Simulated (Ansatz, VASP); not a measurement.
**TaN in VASP and in Ansatz**

INCAR

```
SYSTEM = TaN
PREC = Accurate ; ENCUT = 520
EDIFF = 1E-6 ; ISMEAR = 0
SIGMA = 0.15 ; LREAL = .FALSE.
LASPH = .TRUE. ; NELM = 80
ALGO = Normal ; ISIF = 2
LWAVE = .FALSE. ; LCHARG = .TRUE.
LELF = .TRUE. ; LVHAR = .TRUE.
NBANDS = 15
```

File KPOINTS:

```
regular mesh
0
G
  18 18 16
  0 0 0
```

File POSCAR:

```
TaN
1.0
    2.9379988584      0.0000000000      0.0000000000
   -1.4689994292      2.5443816477      0.0000000000
    0.0000000000      0.0000000000      2.8830000000
Ta N
1 1
Direct
    0.3445640987      0.6891281975      0.5168461481
    0.0000000000      0.0000000000      0.0000000000
```

Input for Ansatz:

```yaml
crystal:
  lattice:
    - [2.9379988584, 0.0, 0.0]
    - [-1.4689994292, 2.5443816477, 0.0]
    - [0.0, 0.0, 2.883]
  atoms:
    - { symbol: Ta, position: [0.3445640987, 0.6891281975, 0.5168461481] }
    - { symbol: "N", position: [0.0, 0.0, 0.0] }
basis:
  ecutwfc: 650.0
kpoints:
  mp_grid: { grid: [18, 18, 16] }
hamiltonian:
  xc: lda
scf:
  occupations: { method: gaussian, width: 0.15 }
output:
  forces: true
  stress: true
  eigenvalues: true
```

Change from the starting cell: all Ta atoms moved -0.075 Å, as atom 1 towards its neighbour atom 2 (N) at 2.226 Å.

Alike in both runs: task single point; functional LDA; k mesh 18 × 18 × 16; occupations gaussian, width 0.15 eV; no spin polarisation.

|  | VASP | Ansatz |
| --- | --- | --- |
| version | VASP 6.6.1 | Ansatz 0.2.0 |
| potentials or method | VASP PAW LDA potentials, release 64 (Ta_pv, N), cutoff 520 eV | scalar-relativistic, plane waves, PAW |
| valence electrons in the cell | 16 | 18 |

|  | VASP | Ansatz | Ansatz less VASP |
| --- | --- | --- | --- |
| gap on the k mesh at the Fermi level (eV) | none | none | - |
| pressure (GPa) | -8.9 | -10.6 | -1.76 |
| traceless stress, the component that is largest in VASP (GPa) | 0.94 | 0.94 | -0.007 |
| rms of the force components (eV/Å) | 0.560 | 0.552 | -0.0077 |

LDA's correlation is that of Perdew and Zunger in VASP and of Perdew and Wang (1992) in Ansatz. Atom by atom the forces differ by 0.008 eV/Å (rms over components). A gap of «none» marks a metal or a gap that the smearing closes. VASP's potentials hold 16 valence electrons a cell and Ansatz's 18, so a difference there can come from the potentials and not from the codes.

Neither program's run includes spin-orbit coupling.
